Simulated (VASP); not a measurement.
# LiF (P4/mmm) in VASP: notebook

Runs on LiF. Level: PBE. Tasks: single point.

Program: VASP 6.6.1. These are calculated values, not measurements. Logs are shortened: lines on timing, memory, paths and dates and some standing lists are left out, and cuts for length are marked.

## 1. The cell of the first run

It takes space group P4/mmm (No. 123, tetragonal). The conventional cell has a = 2.662 Å, b = 2.662 Å, c = 2.355 Å, α = 90.00°, β = 90.00°, γ = 90.00°. Within 2.9 Å of Li (site symmetry 4/mmm) lie 8 F at 2.22 Å and 6 Li at 2.35 to 2.66 Å. Within 2.9 Å of F (site symmetry 4/mmm) lie 8 Li at 2.22 Å and 6 F at 2.35 to 2.66 Å.

## 2. Single point, PBE (strain +0.040 along x and y, -0.080 along z)

The input, INCAR:

```
  PREC = Accurate
  ENCUT = 520
  EDIFF = 1E-7
  ISMEAR = 0
  SIGMA = 0.05
  LREAL = False
  LASPH = True
  NELM = 80
  ALGO = Normal
  ISIF = 2
  LWAVE = False
  LCHARG = False
  GGA = PE
  NBANDS = 12
```

The input, KPOINTS:

```
regular mesh
0
Gamma
  10 10 10
```

The input, POSCAR:

```
LiF
1.0
    2.6619143200      0.0000000000      0.0000000000
    0.0000000000      2.6619143200      0.0000000000
    0.0000000000      0.0000000000      2.3547703600
Li F
1 1
Direct
    0.0000000000      0.0000000000      0.0000000000
    0.5000000000      0.5000000000      0.5000000000
```

Potentials or basis: VASP PAW PBE potentials, release 64 (Li_sv, F).

On the command line:

```
$ cat potpaw_PBE.64/Li_sv/POTCAR potpaw_PBE.64/F/POTCAR > POTCAR
$ mpirun -np 1 vasp_std > vasp.out
```

OUTCAR:

```text
PREC = Accurate
   ENCUT = 520
   EDIFF = 1E-7
   ISMEAR = 0
   LREAL = False
   LASPH = True
   NELM = 80
   ISIF = 2
   GGA = PE

 ion  position               nearest neighbor table
   1  0.000  0.000  0.000-   2 2.22   2 2.22   2 2.22   2 2.22   2 2.22   2 2.22   2 2.22   2 2.22

   2  0.500  0.500  0.500-   1 2.22   1 2.22   1 2.22   1 2.22   1 2.22   1 2.22   1 2.22   1 2.22

  LATTYP: Found a simple tetragonal cell.
 ALAT       =     2.6619143200
 C/A-ratio  =     0.8846153846

  Lattice vectors:

 A1 = (   2.6619143200,   0.0000000000,   0.0000000000)
 A2 = (   0.0000000000,   2.6619143200,   0.0000000000)
 A3 = (   0.0000000000,   0.0000000000,   2.3547703600)

Analysis of symmetry for initial positions (statically):
=====================================================================
 Subroutine PRICEL returns:
 Original cell was already a primitive cell.

 Routine SETGRP: Setting up the symmetry group for a
 simple tetragonal supercell.

 Subroutine GETGRP returns: Found 16 space group operations
 (whereof 16 operations were pure point group operations)
 out of a pool of 16 trial point group operations.

The static configuration has the point symmetry D_4h.

Analysis of symmetry for dynamics (positions and initial velocities):
=====================================================================
 Subroutine PRICEL returns:
 Original cell was already a primitive cell.

 Routine SETGRP: Setting up the symmetry group for a
 simple tetragonal supercell.

 Subroutine GETGRP returns: Found 16 space group operations
 (whereof 16 operations were pure point group operations)
 out of a pool of 16 trial point group operations.

The dynamic configuration has the point symmetry D_4h.

 Subroutine INISYM returns: Found 16 space group operations
 (whereof 16 operations are pure point group operations),
 and found     1 'primitive' translations

----------------------------------------------------------------------------------------

                                     Primitive cell

  volume of cell :      16.6854

  direct lattice vectors                    reciprocal lattice vectors
     2.661914320  0.000000000  0.000000000     0.375669492  0.000000000  0.000000000
     0.000000000  2.661914320  0.000000000     0.000000000  0.375669492  0.000000000
     0.000000000  0.000000000  2.354770360     0.000000000  0.000000000  0.424669860

  length of vectors
     2.661914320  2.661914320  2.354770360     0.375669492  0.375669492  0.424669860

  position of ions in fractional coordinates (direct lattice)
     0.000000000  0.000000000  0.000000000
     0.500000000  0.500000000  0.500000000

  ion indices of the primitive-cell ions
   primitive index   ion index
                 1           1
                 2           2

----------------------------------------------------------------------------------------

 KPOINTS: regular mesh

Automatic generation of k-mesh.
 Grid dimensions read from file:
 generate k-points for:   10   10   10

 Generating k-lattice:

  Cartesian coordinates                     Fractional coordinates (reciprocal lattice)
     0.037566949  0.000000000  0.000000000     0.100000000  0.000000000  0.000000000
     0.000000000  0.037566949  0.000000000     0.000000000  0.100000000  0.000000000
     0.000000000  0.000000000  0.042466986     0.000000000  0.000000000  0.100000000

  Length of vectors
     0.037566949  0.037566949  0.042466986

  Shift w.r.t. Gamma in fractional coordinates (k-lattice)
     0.000000000  0.000000000  0.000000000

 Subroutine IBZKPT returns following result:
 ===========================================

 Found    126 irreducible k-points:

 Following reciprocal coordinates:
            Coordinates               Weight
  0.000000  0.000000  0.000000      1.000000
  0.100000  0.000000  0.000000      4.000000
  0.200000  0.000000  0.000000      4.000000
  0.300000  0.000000  0.000000      4.000000
  0.400000  0.000000  0.000000      4.000000
  0.500000  0.000000  0.000000      2.000000
[... 16 lines left out ...]
  0.100000  0.000000  0.100000      8.000000
  0.200000  0.000000  0.100000      8.000000
 [... further k-points ...]
   k-points           NKPTS =    126   k-points in BZ     NKDIM =    126   number of bands    NBANDS=     12
   number of dos      NEDOS =    301   number of ions     NIONS =      2
   total plane-waves  NPLWV =   7200
   dimension x,y,z NGX =    20 NGY =   20 NGZ =   18
   dimension x,y,z NGXF=    40 NGYF=   40 NGZF=   36
   ions per type =               1   1
   NGX,Y,Z   is equivalent  to a cutoff of  12.49, 12.49, 12.71 a.u.
   NGXF,Y,Z  is equivalent  to a cutoff of  24.98, 24.98, 25.42 a.u.
 SYSTEM =  unknown system
   PREC   = accura    normal or accurate (medium, high low for compatibility)
   ISTART =      0    job   : 0-new  1-cont  2-samecut
   ICHARG =      2    charge: 1-file 2-atom 10-const
   ISPIN  =      1    spin polarized calculation?
   LNONCOLLINEAR =      F non collinear calculations
   LSORBIT =      F    spin-orbit coupling
   LASPH  =      T    aspherical Exc in radial PAW
   ENCUT  =  520.0 eV  38.22 Ry    6.18 a.u.   4.95  4.95  4.38*2*pi/ulx,y,z
   NELM   =     80;   NELMIN=  2; NELMDL= -5     # of ELM steps
   EDIFF  = 0.1E-06   stopping-criterion for ELM
   LREAL  =      F    real-space projection
   EDIFFG = 0.1E-05   stopping-criterion for IOM
   NSW    =      0    number of steps for IOM
   IBRION =     -1    ionic relax: 0-MD 1-quasi-New 2-CG
   NFREE  =      0    steps in history (QN), initial steepest desc. (CG)
   ISIF   =      2    stress and relaxation
   ISYM   =      2    0-nonsym 1-usesym 2-fastsym
   POTIM  = 0.5000    time-step for ionic-motion
   TEBEG  =    0.0;   TEEND  =   0.0 temperature during run
   PSTRESS=    0.0 pullay stress
   NELECT =      10.0000    total number of electrons
   NUPDOWN=      -1.0000    fix difference up-down
   EMIN   =  10.00;   EMAX   =-10.00  energy-range for DOS
   EFERMI =   0.00;   METHOD = LEGACY
   ISMEAR =     0;   SIGMA  =   0.05  broadening in eV -4-tet -1-fermi 0-gaus
   EFERMI_NEDOS =   21; number of points for ismear=-14 and -15
   IALGO  =     38    algorithm
   IMIX   =      4    mixing-type and parameters
     AMIX     =   0.40;   BMIX     =  1.00
     AMIX_MAG =   1.60;   BMIX_MAG =  1.00
  volume/ion in A,a.u.               =       8.34        56.30
  Fermi-wavevector in a.u.,A,eV,Ry     =   1.380265  2.608323 25.920902  1.905133
  Thomas-Fermi vector in A             =   2.505158
   LORBIT       =      0    0 simple, 1 ext, 2 COOP (PROOUT), +10 PAW based schemes
   GGA     = PE    functional components
   LHFCALC =     F    Hartree Fock is set to
   AEXX    =    0.0000 exact exchange contribution
   IVDW    =     0    specifies the selected vdW correction
   LEPSILON=     F    determine dielectric tensor
   LRPA    =     F    only Hartree local field effects (RPA)
 non-spin polarized calculation
 Gauss-broadening in eV      SIGMA  =   0.05
  energy-cutoff  :      520.00
  volume of cell :       16.69
 maximum number of plane-waves:       460
 NGX is ok and might be reduce to    20
   NGX =  9   NGY =  9   NGZ =  9

 number of electron      10.0000000 magnetization

 number of electron       9.9999980 magnetization

 Free energy of the ion-electron system (eV)
  ---------------------------------------------------
  ext. energy  EPLUGINS =         0.00000000
  ---------------------------------------------------
  free energy    TOTEN  =        -8.89583972 eV

  energy without entropy =       -8.89583972  energy(sigma->0) =       -8.89583972

 E-fermi :   1.2807     XC(G=0):  -9.9555

 val. band max:        0.8511842852   @ k =   0.5000   0.5000   0.0000
 cond. band min:       7.5401526898   @ k =   0.0000   0.0000   0.0000
 fundamental gap:      6.6889684046
 Fermi energy:         1.2807071727

 k-point     1 :       0.0000    0.0000    0.0000
  band No.  band energies     occupation
      1     -42.8487      2.00000
      2     -20.6631      2.00000
      3      -0.9183      2.00000
      4      -0.9183      2.00000
      5       0.4546      2.00000
      6       7.5402      0.00000
      7      17.5191      0.00000
      8      19.8265      0.00000
      9      19.8265      0.00000
     10      20.9096      0.00000
     11      23.6356      0.00000
     12      35.2993      0.00000

 k-point     2 :       0.1000    0.0000    0.0000
  band No.  band energies     occupation
      1     -42.8456      2.00000
      2     -20.6325      2.00000
      3      -1.2259      2.00000
      4      -0.8830      2.00000
      5       0.4758      2.00000
      6       7.7855      0.00000
      7      16.5540      0.00000
      8      19.7033      0.00000
      9      20.1187      0.00000
     10      22.3158      0.00000
     11      23.6147      0.00000
     12      34.5643      0.00000

 k-point     3 :       0.2000    0.0000    0.0000
  band No.  band energies     occupation
      1     -42.8372      2.00000
      2     -20.5496      2.00000
      3      -1.9542      2.00000
      4      -0.7894      2.00000
      5       0.5321      2.00000
      6       8.3394      0.00000
      7      15.2265      0.00000
      8      19.3745      0.00000
      9      20.7917      0.00000
     10      23.5534      0.00000
     11      25.1509      0.00000
     12      33.4093      0.00000
[... 286 lines left out ...]
 k-point    23 :       0.1000    0.0000    0.1000
  band No.  band energies     occupation
      1     -42.8370      2.00000
      2     -20.5608      2.00000
      3      -1.1656      2.00000
      4      -0.8240      2.00000
      5       0.0047      2.00000
      6       8.0153      0.00000
      7      16.7079      0.00000
      8      19.1895      0.00000
      9      19.7578      0.00000
     10      21.5295      0.00000
     11      26.0242      0.00000
     12      34.3826      0.00000

 k-point    24 :       0.2000    0.0000    0.1000
  band No.  band energies     occupation
      1     -42.8288      2.00000
      2     -20.4768      2.00000
      3      -1.8906      2.00000
      4      -0.7335      2.00000
      5       0.0663      2.00000
      6       8.6031      0.00000
      7      15.2967      0.00000
      8      19.4927      0.00000
      9      19.5395      0.00000
     10      23.6597      0.00000
     11      26.7965      0.00000
     12      32.5692      0.00000

 [... further k-points ...]

------------------------ aborting loop because EDIFF is reached ----------------------------------------

  FORCE on cell =-STRESS in cart. coord.  units (eV):
  Direction    XX          YY          ZZ          XY          YZ          ZX
  --------------------------------------------------------------------------------------
  -------------------------------------------------------------------------------------
  Total       -1.1476838     -1.1476838      2.6574167      0.0000000     -0.0000000      0.0000000
  in kB     -110.2036857   -110.2036857    255.1723010      0.0000000     -0.0000000      0.0000000
  external PRESSURE =      11.5883099 kB  Pullay stress =       0.0000000 kB

 VOLUME and BASIS-vectors are now :
 -----------------------------------------------------------------------------
  energy-cutoff  :      520.00
  volume of cell :       16.69
      direct lattice vectors                 reciprocal lattice vectors
     2.661914320  0.000000000  0.000000000     0.375669492  0.000000000  0.000000000
     0.000000000  2.661914320  0.000000000     0.000000000  0.375669492  0.000000000
     0.000000000  0.000000000  2.354770360     0.000000000  0.000000000  0.424669860

 POSITION                                       TOTAL-FORCE (eV/Angst)
 -----------------------------------------------------------------------------------
      0.00000      0.00000      0.00000         0.000000      0.000000      0.000000
      1.33096      1.33096      1.17739         0.000000      0.000000      0.000000
 -----------------------------------------------------------------------------------
    total drift:                                0.000000      0.000000      0.000000

  FREE ENERGIE OF THE ION-ELECTRON SYSTEM (eV)
  ---------------------------------------------------
  free  energy   TOTEN  =        -8.8958397243 eV

  energy  without entropy=       -8.8958397243  energy(sigma->0) =       -8.89583972
```

It took 22 s on 1 thread of AMD EPYC 7R43 (Zen 3), shared host; peak memory 0.1 GiB.

What came out:

- Free energy: -8.8958 eV
- Band gap on the k mesh: 6.69 eV, indirect (least direct gap 7.09 eV)

Levels at points of the mesh, in eV from the valence-band top:
| k point | band 1 | band 2 | band 3 | band 4 | band 5 | band 6 | band 7 | band 8 | band 9 | band 10 |
| --- | --- | --- | --- | --- | --- | --- | --- | --- | --- | --- |
| (0.00, 0.00, 0.00) | -43.70 | -21.51 | -1.77 | -1.77 | -0.40 | 6.69 | 16.67 | 18.98 | 18.98 | 20.06 |
| (0.50, 0.00, 0.00) | -43.67 | -21.17 | -4.39 | -1.38 | -0.17 | 8.46 | 12.72 | 17.62 | 22.48 | 24.27 |
| (0.50, 0.50, 0.00) | -43.64 | -20.75 | -4.14 | -4.14 | 0.00 | 11.98 | 12.82 | 12.82 | 20.19 | 25.32 |
| (0.00, 0.00, 0.50) | -43.61 | -20.69 | -4.41 | -1.10 | -1.10 | 7.89 | 14.36 | 19.07 | 19.07 | 22.92 |
| (0.50, 0.00, 0.50) | -43.58 | -20.30 | -4.08 | -3.58 | -0.87 | 11.95 | 13.04 | 13.82 | 18.11 | 22.36 |
| (0.50, 0.50, 0.50) | -43.56 | -19.98 | -3.28 | -2.72 | -2.72 | 9.76 | 10.82 | 10.82 | 22.53 | 22.53 |

Caveat: the cell differs from its parent crystal (strain +0.040 along x and y, -0.080 along z); the cutoff is under 1.25 times the usual one of these potentials, so pressure, stress and relaxed cells hold a basis-set (Pulay) error. A k mesh can miss the band edges.

[end of part 1 of 2]
